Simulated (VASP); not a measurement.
HfB2: single point with PBE

HfB2:

```
Hf B
1.0
     3.14000    0.00000    0.00000
    -1.57000    2.71932    0.00000
     0.00000    0.00000    3.48000
Hf B
1 2
Direct
  0.00000 0.00000 0.00000
  0.33333 0.66667 0.50000
  0.66667 0.33333 0.50000
```

```yaml
Program: VASP 6.6.1
Task: single point
Functional: PBE
Potentials_or_basis: VASP PAW PBE potentials, release 64 (Hf_pv, B)
Cutoff: 520 eV
k_mesh: 13 × 13 × 10
Occupations: fermi-dirac, width 0.1 eV
Spin: no spin polarisation
```

```json
{"Pressure": "1.0 GPa", "Band gap on the k mesh": "zero (band 8 reaches 8.40 eV, above the bottom of band 9 at 7.35 eV)"}
```

Stress tensor (GPa, compression positive):
```
0.93 0.00 0.00
0.00 0.93 0.00
0.00 0.00 1.15
```

Levels at points of the mesh, in eV from the Fermi level:
| k point | band 5 | band 6 | band 7 | band 8 | band 9 | band 10 | band 11 | band 12 |
| --- | --- | --- | --- | --- | --- | --- | --- | --- |
| (0.00, 0.00, 0.00) | -3.08 | -2.98 | -2.98 | -2.86 | 3.95 | 3.95 | 4.58 | 4.58 |
| (0.00, 0.00, 0.50) | -8.44 | -1.27 | -1.27 | 0.24 | 0.24 | 0.92 | 0.92 | 2.15 |

It took 20 s on 1 thread of Intel(R) Xeon(R) 6975P-C (Granite Rapids), with other jobs on the host, peak memory 0.18 GiB.

Caveat: spin-orbit coupling is left out, which moves the levels of the heavy elements.
